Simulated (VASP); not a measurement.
Write the native input for VASP 6.6.1 that does the following.

| Item | Value |
| --- | --- |
| Task | single point |
| Functional | PBE |
| Potentials or basis | VASP PAW PBE potentials, release 64 (Os) |
| Cutoff | 520 eV |
| k mesh | 4 × 4 × 4 |
| Occupations | gaussian, width 0.1 eV |
| Spin | no spin polarisation |
| Dipole correction | no |
| Further INCAR settings | ALGO = Fast; EDIFF = 1e-06; NBANDS = 42 |

The structure of Os lies in POSCAR:

```
Os
1.0
    4.6443045821     -2.7535631601      1.0985982987
    4.6443045821      2.7535631601      1.0985982987
   -0.9991138343      0.0000000000      4.2273071002
Os
8
Direct
    0.8332969172      0.8332969172      0.2499642935
    0.1667030828      0.1667030828      0.7500357065
    0.3333240802      0.3333240802      0.2499871708
    0.6666759198      0.6666759198      0.7500128292
    0.8333111033      0.3332949520      0.2499698477
    0.6667050480      0.1666888967      0.7500301523
    0.1666888967      0.6667050480      0.7500301523
    0.3332949520      0.8333111033      0.2499698477
```

These files were run (other wordings do the same):

INCAR

```
ALGO = Fast
EDIFF = 1E-6
ENCUT = 520
GGA = PE
ISIF = 2
ISMEAR = 0
LASPH = T
LCHARG = F
LREAL = F
LWAVE = F
NBANDS = 42
NELM = 60
PREC = Accurate
SIGMA = 0.1
```

KPOINTS

```
k-points
0
Gamma
  4 4 4
```

Potentials or basis: VASP PAW PBE potentials, release 64 (Os).

Command:

```bash
$ cat potpaw_PBE.64/Os/POTCAR > POTCAR
$ mpirun -np 1 vasp_std > vasp.out
```

It gave:

```json
{
  "Pressure": "-0.3 GPa",
  "Largest force": "0.006 eV/Å",
  "Band gap on the k mesh": "zero (bands 32 and 33 overlap by 1.99 eV)"
}
```

Caveat: the k points lie up to 0.36 Å⁻¹ apart, too coarse for converged energies and pressures of a metal; spin-orbit coupling is left out, which moves the levels of the heavy elements.

Wall time 98 s on 1 thread of Intel(R) Xeon(R) Platinum 8488C (Sapphire Rapids) (shared host), peak memory 0.26 GiB.
